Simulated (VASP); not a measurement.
Here is a VASP 6.6.1 calculation.

File INCAR:

```
SYSTEM = Sb
PREC = Accurate
ENCUT = 520
EDIFF = 1E-6
ISMEAR = -1
SIGMA = 0.1
LREAL = .FALSE.
LASPH = .TRUE.
NELM = 100
ALGO = Normal
ISIF = 2
LWAVE = .FALSE.
LCHARG = .FALSE.
GGA = PS
NBANDS = 8
```

Contents of KPOINTS:

```
Automatic mesh
0
G
  13 13 13
  0 0 0
```

Contents of POSCAR:

```
Sb
1.0
    0.0000000000      2.2916659910      2.2916659910
    2.2916659910      0.0000000000      2.2916659910
    2.2916659910      2.2916659910      0.0000000000
Sb
1
Direct
    0.0000000000      0.0000000000      0.0000000000
```

Potentials or basis: VASP PAW PBE potentials, release 64 (Sb).

Command:

```bash
$ cat potpaw_PBE.64/Sb/POTCAR > POTCAR
$ mpirun -np 1 vasp_std > vasp.out
```

Question: Estimate the pressure.

Answer: 6.8 GPa.

Caveat: the PAW data sets were made with another functional, which shifts forces and pressure a little.
